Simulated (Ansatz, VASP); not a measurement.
One calculation of CdCo3B, two programs

```
Cd B Co
1.0
     3.89799    0.00000    0.00000
     0.00000    3.89799    0.00000
     0.00000    0.00000    3.89799
Cd B Co
1 1 3
Direct
  0.00000 0.00000 0.00000
  0.50000 0.50000 0.50000
  0.50000 0.50000 0.00000
  0.50000 0.00000 0.50000
  0.00000 0.50000 0.50000
```

Alike in both runs: task single point; functional PBE; k mesh 6 × 6 × 6; occupations gaussian, width 0.1 eV; collinear spin.

|  | VASP | Ansatz |
| --- | --- | --- |
| version | VASP 6.6.1 | Ansatz 0.2.0 |
| potentials or method | VASP PAW PBE potentials, release 64 (Cd, B, Co), cutoff 520 eV | scalar-relativistic, plane waves, PAW |
| valence electrons in the cell | 42 | 74 |

VASP gave:

```
gap on the k mesh at the Fermi level (eV)                     : none
pressure (GPa)                                                : -1.0
net moment per atom (μB)                                      : 0.42
size of the moment on the site where the two differ most (μB) : 0.76
```

Problem. Which values does Ansatz return?

Solution. gap on the k mesh at the Fermi level (eV): none; pressure (GPa): -1.4; net moment per atom (μB): 0.42; size of the moment on the site where the two differ most (μB): 0.75.

Site moments also hang on the region over which each program counts them. A gap of «none» marks a metal or a gap that the smearing closes. The functional is the same, so the differences come from potentials, cutoffs and numerics. VASP's potentials hold 42 valence electrons a cell and Ansatz's 74, so a difference there can come from the potentials and not from the codes.
